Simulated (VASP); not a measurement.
# Cs2BN2 (P4/mmm) in VASP: relaxation of cell and atoms with PBE

Aim: the relaxation of cell and atoms of Cs2BN2 with PBE.

All numbers are computed with VASP 6.6.1; they aren't measurements. Logs are shortened: lines on timing, memory, paths and dates and some standing lists are left out, and cuts for length are marked.

## 1. The cell of the first run

It takes space group P4/mmm (No. 123, tetragonal). The conventional cell has a = 4.297 Å, b = 4.297 Å, c = 9.311 Å, α = 90.00°, β = 90.00°, γ = 90.00°. Cs (site symmetry 4mm) has 4 N at 3.11 Å and 4 B at 3.64 Å and 1 Cs at 4.03 Å within 4.1 Å. B (site symmetry 4/mmm) has 2 N at 1.35 Å within 1.8 Å. Within 1.8 Å of N (site symmetry 4mm) lie 1 B at 1.35 Å.

## 2. Relaxation of cell and atoms, PBE, collinear spin, ferromagnetic start

Input file INCAR:

```
SYSTEM = Cs2BN2
  PREC = Accurate
  ENCUT = 600
  EDIFF = 1E-7
  ISMEAR = 0
  SIGMA = 0.1
  LREAL = .FALSE.
  LASPH = .TRUE.
  NELM = 200
  ALGO = Normal
  ISIF = 3
  LWAVE = .FALSE.
  LCHARG = .FALSE.
  ISPIN = 2
  MAGMOM = 0 0 0 0.26 0.26
  LORBIT = 11
  GGA = PE
  IBRION = 2
  NSW = 100
  EDIFFG = -0.01
  GGA_COMPAT = .FALSE.
  NELMIN = 4
  KPAR = 4
```

Input file KPOINTS:

```
Automatic mesh
0
G
  10 10 4
  0 0 0
```

Input file POSCAR:

```
Cs2BN2
1.0
    4.2965756676      0.0000000000      0.0000000000
    0.0000000000      4.2965756676      0.0000000000
    0.0000000000      0.0000000000      9.3111682424
Cs B N
2 1 2
Direct
    0.0000000000      0.0000000000      0.7161759926
    0.0000000000      0.0000000000      0.2838240074
    0.5000000000      0.5000000000      0.5000000000
    0.5000000000      0.5000000000      0.3550616235
    0.5000000000      0.5000000000      0.6449383765
```

Potentials or basis: VASP PAW PBE potentials, release 64 (Cs_sv, B, N).

Command:

```bash
> cat potpaw_PBE.64/Cs_sv/POTCAR potpaw_PBE.64/B/POTCAR potpaw_PBE.64/N/POTCAR > POTCAR
> mpirun -np 4 vasp_std > vasp.out
```

OUTCAR:

```text
SYSTEM = Cs2BN2
   PREC = Accurate
   ENCUT = 600
   EDIFF = 1E-7
   ISMEAR = 0
   LREAL = .FALSE.
   LASPH = .TRUE.
   NELM = 200
   ISIF = 3
   ISPIN = 2
   LORBIT = 11
   GGA = PE
   IBRION = 2
   NSW = 100
   EDIFFG = -0.01
   NELMIN = 4

 ion  position               nearest neighbor table
   1  0.000  0.000  0.716-
   2  0.000  0.000  0.284-
   3  0.500  0.500  0.500-   4 1.35   5 1.35
   4  0.500  0.500  0.355-   3 1.35
   5  0.500  0.500  0.645-   3 1.35

  LATTYP: Found a simple tetragonal cell.
 ALAT       =     4.2965756676
 C/A-ratio  =     2.1671137582

  Lattice vectors:

 A1 = (   4.2965756676,   0.0000000000,   0.0000000000)
 A2 = (   0.0000000000,   4.2965756676,   0.0000000000)
 A3 = (   0.0000000000,   0.0000000000,   9.3111682424)

Analysis of symmetry for initial positions (statically):
=====================================================================
 Subroutine PRICEL returns:
 Original cell was already a primitive cell.

 Routine SETGRP: Setting up the symmetry group for a
 simple tetragonal supercell.

 Subroutine GETGRP returns: Found 16 space group operations
 (whereof 16 operations were pure point group operations)
 out of a pool of 16 trial point group operations.

The static configuration has the point symmetry D_4h.

Analysis of symmetry for dynamics (positions and initial velocities):
=====================================================================
 Subroutine PRICEL returns:
 Original cell was already a primitive cell.

 Routine SETGRP: Setting up the symmetry group for a
 simple tetragonal supercell.

 Subroutine GETGRP returns: Found 16 space group operations
 (whereof 16 operations were pure point group operations)
 out of a pool of 16 trial point group operations.

The dynamic configuration has the point symmetry D_4h.

Analysis of structural, dynamic, and magnetic symmetry:
=====================================================================
 Subroutine PRICEL returns:
 Original cell was already a primitive cell.

 Routine SETGRP: Setting up the symmetry group for a
 simple tetragonal supercell.

 Subroutine GETGRP returns: Found 16 space group operations
 (whereof 16 operations were pure point group operations)
 out of a pool of 16 trial point group operations.

The overall configuration has the point symmetry D_4h.

 Subroutine INISYM returns: Found 16 space group operations
 (whereof 16 operations are pure point group operations),
 and found     1 'primitive' translations

----------------------------------------------------------------------------------------

                                     Primitive cell

  volume of cell :     171.8894

  direct lattice vectors                    reciprocal lattice vectors
     4.296575668  0.000000000  0.000000000     0.232743486  0.000000000  0.000000000
     0.000000000  4.296575668  0.000000000     0.000000000  0.232743486  0.000000000
     0.000000000  0.000000000  9.311168242     0.000000000  0.000000000  0.107397909

  length of vectors
     4.296575668  4.296575668  9.311168242     0.232743486  0.232743486  0.107397909

  position of ions in fractional coordinates (direct lattice)
     0.000000000  0.000000000  0.716175993
     0.000000000  0.000000000  0.283824007
     0.500000000  0.500000000  0.500000000
     0.500000000  0.500000000  0.355061623
     0.500000000  0.500000000  0.644938377

  ion indices of the primitive-cell ions
   primitive index   ion index
                 1           1
                 2           2
                 3           3
                 4           4
                 5           5

----------------------------------------------------------------------------------------

 KPOINTS: Automatic mesh

Automatic generation of k-mesh.
 Grid dimensions read from file:
 generate k-points for:   10   10    4

 Generating k-lattice:

  Cartesian coordinates                     Fractional coordinates (reciprocal lattice)
     0.023274349  0.000000000  0.000000000     0.100000000  0.000000000  0.000000000
     0.000000000  0.023274349  0.000000000     0.000000000  0.100000000  0.000000000
[... 58 lines left out ...]
   EDIFF  = 0.1E-06   stopping-criterion for ELM
   LREAL  =      F    real-space projection
   EDIFFG = -.1E-01   stopping-criterion for IOM
   NSW    =    100    number of steps for IOM
   IBRION =      2    ionic relax: 0-MD 1-quasi-New 2-CG
   NFREE  =      1    steps in history (QN), initial steepest desc. (CG)
   ISIF   =      3    stress and relaxation
   ISYM   =      2    0-nonsym 1-usesym 2-fastsym
   POTIM  = 0.5000    time-step for ionic-motion
   TEBEG  =    0.0;   TEEND  =   0.0 temperature during run
   PSTRESS=    0.0 pullay stress
   NELECT =      31.0000    total number of electrons
   NUPDOWN=      -1.0000    fix difference up-down
   EMIN   =  10.00;   EMAX   =-10.00  energy-range for DOS
   EFERMI =   0.00;   METHOD = LEGACY
   ISMEAR =     0;   SIGMA  =   0.10  broadening in eV -4-tet -1-fermi 0-gaus
   EFERMI_NEDOS =   21; number of points for ismear=-14 and -15
   IALGO  =     38    algorithm
   IMIX   =      4    mixing-type and parameters
     AMIX     =   0.40;   BMIX     =  1.00
     AMIX_MAG =   1.60;   BMIX_MAG =  1.00
  volume/ion in A,a.u.               =      34.38       231.99
  Fermi-wavevector in a.u.,A,eV,Ry     =   0.924937  1.747878 11.639910  0.855509
  Thomas-Fermi vector in A             =   2.050738
   LORBIT       =     11    0 simple, 1 ext, 2 COOP (PROOUT), +10 PAW based schemes
   GGA     = PE    functional components
   LHFCALC =     F    Hartree Fock is set to
   AEXX    =    0.0000 exact exchange contribution
   IVDW    =     0    specifies the selected vdW correction
   LEPSILON=     F    determine dielectric tensor
   LRPA    =     F    only Hartree local field effects (RPA)
 conjugate gradient relaxation of ions
 spin polarized calculation
 Gauss-broadening in eV      SIGMA  =   0.10
  energy-cutoff  :      600.00
  volume of cell :      171.89
 maximum number of plane-waves:      5763
 NGX is ok and might be reduce to    36
   NGX = 17   NGY = 17   NGZ = 37

--------------------------------------- Ionic step        1  -------------------------------------------

 number of electron      31.0000001 magnetization       0.9999579

 Free energy of the ion-electron system (eV)
  ---------------------------------------------------
  ext. energy  EPLUGINS =         0.00000000
  ---------------------------------------------------
  free energy    TOTEN  =       -26.04280474 eV

  energy without entropy =      -26.03183948  energy(sigma->0) =      -26.03732211

------------------------ aborting loop because EDIFF is reached ----------------------------------------

  FORCE on cell =-STRESS in cart. coord.  units (eV):
  Direction    XX          YY          ZZ          XY          YZ          ZX
  --------------------------------------------------------------------------------------
  -------------------------------------------------------------------------------------
  Total        0.0549650      0.0549650      0.0152545      0.0000000     -0.0000000      0.0000000
  in kB        0.5123271      0.5123271      0.1421865      0.0000000     -0.0000000      0.0000000
  external PRESSURE =       0.3889469 kB  Pullay stress =       0.0000000 kB

 VOLUME and BASIS-vectors are now :
 -----------------------------------------------------------------------------
  energy-cutoff  :      600.00
  volume of cell :      171.89
      direct lattice vectors                 reciprocal lattice vectors
     4.296575668  0.000000000  0.000000000     0.232743486  0.000000000  0.000000000
     0.000000000  4.296575668  0.000000000     0.000000000  0.232743486  0.000000000
     0.000000000  0.000000000  9.311168242     0.000000000  0.000000000  0.107397909

 POSITION                                       TOTAL-FORCE (eV/Angst)
 -----------------------------------------------------------------------------------
      0.00000      0.00000      6.66844        -0.000000     -0.000000      0.011139
      0.00000      0.00000      2.64273         0.000000     -0.000000     -0.011139
      2.14829      2.14829      4.65558         0.000000     -0.000000      0.000000
      2.14829      2.14829      3.30604         0.000000     -0.000000      0.003984
      2.14829      2.14829      6.00513         0.000000      0.000000     -0.003984
 -----------------------------------------------------------------------------------
    total drift:                                0.000000      0.000000      0.000000

  FREE ENERGIE OF THE ION-ELECTRON SYSTEM (eV)
  ---------------------------------------------------
  free  energy   TOTEN  =       -26.0428047406 eV

  energy  without entropy=      -26.0318394784  energy(sigma->0) =      -26.03732211

--------------------------------------- Ionic step        2  -------------------------------------------

 number of electron      31.0000001 magnetization       0.9999999

 Free energy of the ion-electron system (eV)
  ---------------------------------------------------
  ext. energy  EPLUGINS =         0.00000000
  ---------------------------------------------------
  free energy    TOTEN  =       -26.04286056 eV

  energy without entropy =      -26.03183570  energy(sigma->0) =      -26.03734813

 E-fermi :   0.5989     XC(G=0):  -6.7526

 val. band max:        0.5742642789   @ k =   0.5000   0.2000   0.0000
 cond. band min:       0.6158534517   @ k =   0.2000   0.0000   0.5000
 fundamental gap:      0.0415891728
 Fermi energy:         0.5989188631

 spin component 1

 k-point     1 :       0.0000    0.0000    0.0000
  band No.  band energies     occupation
      1     -21.1043      1.00000
      2     -21.0552      1.00000
      3     -13.7376      1.00000
      4     -13.1901      1.00000
      5      -8.3890      1.00000
      6      -7.8700      1.00000
[... 517 lines left out ...]
     18       4.1939      0.00000
     19       4.5947      0.00000

 [... further k-points ...]

 spin component 2

 k-point     1 :       0.0000    0.0000    0.0000
  band No.  band energies     occupation
      1     -21.0894      1.00000
      2     -21.0403      1.00000
      3     -13.2086      1.00000
      4     -12.5700      1.00000
      5      -8.3751      1.00000
      6      -7.8608      1.00000
[... 517 lines left out ...]
     18       4.2326      0.00000
     19       4.6190      0.00000

 [... further k-points ...]
[... 5 lines left out ...]
  --------------------------------------------------------------------------------------
  -------------------------------------------------------------------------------------
  Total        0.0258861      0.0258861      0.0099497      0.0000000     -0.0000000      0.0000000
  in kB        0.2409928      0.2409928      0.0926286      0.0000000     -0.0000000      0.0000000
  external PRESSURE =       0.1915380 kB  Pullay stress =       0.0000000 kB

 VOLUME and BASIS-vectors are now :
 -----------------------------------------------------------------------------
  energy-cutoff  :      600.00
  volume of cell :      172.10
      direct lattice vectors                 reciprocal lattice vectors
     4.298854275  0.000000000  0.000000000     0.232620121 -0.000000000  0.000000000
     0.000000000  4.298854275  0.000000000     0.000000000  0.232620121  0.000000000
    -0.000000000 -0.000000000  9.312538689     0.000000000 -0.000000000  0.107382104

 POSITION                                       TOTAL-FORCE (eV/Angst)
 -----------------------------------------------------------------------------------
      4.29885      4.29885      6.66995        -0.000000     -0.000000      0.007801
     -0.00000      4.29885      2.64258         0.000000      0.000000     -0.007801
      2.14943      2.14943      4.65627        -0.000000     -0.000000      0.000000
      2.14943      2.14943      3.30672        -0.000000     -0.000000      0.001143
      2.14943      2.14943      6.00582         0.000000      0.000000     -0.001143
 -----------------------------------------------------------------------------------
    total drift:                                0.000000      0.000000      0.000000

  FREE ENERGIE OF THE ION-ELECTRON SYSTEM (eV)
  ---------------------------------------------------
  free  energy   TOTEN  =       -26.0428605570 eV

  energy  without entropy=      -26.0318356997  energy(sigma->0) =      -26.03734813

 reached required accuracy - stopping structural energy minimisation

 total charge

# of ion       s       p       d       tot
------------------------------------------
    1        1.836   4.689   0.046   6.571
    2        1.836   4.689   0.046   6.571
    3        0.813   1.461   0.000   2.275
    4        1.272   2.408   0.000   3.680
    5        1.272   2.408   0.000   3.680
--------------------------------------------------
tot          7.031  15.655   0.091  22.777

 magnetization (x)

# of ion       s       p       d       tot
------------------------------------------
    1        0.000   0.016   0.001   0.017
    2        0.000   0.016   0.001   0.017
    3       -0.009  -0.047   0.000  -0.055
    4        0.010   0.340   0.000   0.350
    5        0.010   0.340   0.000   0.350
--------------------------------------------------
tot          0.012   0.665   0.002   0.679
```

Wall time 2.1 min (4 MPI ranks of Intel Xeon 6975P-C (Granite Rapids), shared host); peak memory 0.67 GiB.

Results:

- Free energy: -26.0429 eV
- Relaxed volume: 34.42 Å³/atom
- Relaxed cell: a = 4.299 Å, b = 4.299 Å, c = 9.313 Å, α = 90.00°, β = 90.00°, γ = 90.00°
- Space group after relaxing (to 0.05 Å): P4/mmm (No. 123)
- Energy gained by relaxing: 0.0 meV/atom
- Ionic steps: 2
- Pressure after relaxing: 0.0 GPa
- Largest force after relaxing: 0.008 eV/Å
- Band gap on the k mesh: zero (filled and empty bands overlap)
- Net moment: 1.00 μB per cell
- Site moments: Cs +0.02; B -0.06; N +0.35 μB
- Valence electrons inside the program's atomic spheres: Cs 6.57; B 2.27; N 3.68

Forces in eV/Å, atoms in the order of the input:
```
Cs   0.000  0.000  0.008
Cs   0.000  0.000 -0.008
B    0.000  0.000  0.000
N    0.000  0.000  0.001
N    0.000  0.000 -0.001
```

Final structure:
```
Cs B N
1.0
     4.29885    0.00000    0.00000
     0.00000    4.29885    0.00000
     0.00000    0.00000    9.31254
Cs B N
2 1 2
Direct
  0.00000 0.00000 0.71623
  0.00000 0.00000 0.28377
  0.50000 0.50000 0.50000
  0.50000 0.50000 0.35508
  0.50000 0.50000 0.64492
```

Levels at points of the mesh, in eV from the Fermi level:
Spin up:
```tsv
k point	band 14	band 15	band 16	band 17	band 18	band 19
(0.00, 0.00, 0.00)	-2.49	-0.50	-0.50	0.90	3.41	4.01
(0.50, 0.00, 0.00)	-2.47	-1.21	-1.01	2.45	2.51	3.99
(0.50, 0.50, 0.00)	-2.71	-0.51	-0.51	3.35	3.42	3.42
(0.00, 0.00, 0.50)	-2.49	-0.50	-0.50	1.41	2.77	3.49
(0.50, 0.00, 0.50)	-2.47	-1.23	-1.01	2.69	2.95	3.73
(0.50, 0.50, 0.50)	-2.71	-0.52	-0.52	3.84	3.84	4.18
```
Spin down:
| k point | band 11 | band 12 | band 13 | band 14 | band 15 | band 16 | band 17 | band 18 | band 19 |
| --- | --- | --- | --- | --- | --- | --- | --- | --- | --- |
| (0.00, 0.00, 0.00) | -3.45 | -2.57 | -1.99 | -1.99 | 0.33 | 0.33 | 0.92 | 3.44 | 4.06 |
| (0.50, 0.00, 0.00) | -3.18 | -2.73 | -2.34 | -2.19 | -0.50 | -0.23 | 2.50 | 2.54 | 3.99 |
| (0.50, 0.50, 0.00) | -3.38 | -2.54 | -2.30 | -2.30 | 0.29 | 0.29 | 3.35 | 3.51 | 3.51 |
| (0.00, 0.00, 0.50) | -3.44 | -2.59 | -1.99 | -1.99 | 0.33 | 0.33 | 1.45 | 2.80 | 3.52 |
| (0.50, 0.00, 0.50) | -3.18 | -2.71 | -2.34 | -2.20 | -0.52 | -0.23 | 2.72 | 2.99 | 3.75 |
| (0.50, 0.50, 0.50) | -3.37 | -2.55 | -2.29 | -2.29 | 0.28 | 0.28 | 3.86 | 3.86 | 4.36 |

Caveat: spin-orbit coupling is left out, which moves the levels of the heavy elements.
